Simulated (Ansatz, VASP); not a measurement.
In: VASP beside Ansatz

```
In
1.0
    -1.63428    1.63428    2.47395
     1.63428   -1.63428    2.47395
     1.61802    1.61802   -2.47395
In
1
Direct
  0.00000 0.00000 0.00000
```

Change from the starting cell: xy shear strain of -1 %.

Alike in both runs: task single point; functional PBE; k mesh 14 × 14 × 14; occupations fermi-dirac, width 0.05 eV; no spin polarisation.

|  | VASP | Ansatz |
| --- | --- | --- |
| version | VASP 6.6.1 | Ansatz 0.2.0 |
| potentials or method | VASP PAW PBE potentials, release 64 (In_d), cutoff 520 eV | all-electron LAPW, scalar-relativistic |

```tsv
	VASP	Ansatz	Ansatz less VASP
pressure (GPa)	1.9	1.9	+0.05
traceless stress, the component that is largest in VASP (GPa)	0.16	0.16	+0.002
```

Ansatz ran all-electron here, and VASP with PAW potentials.
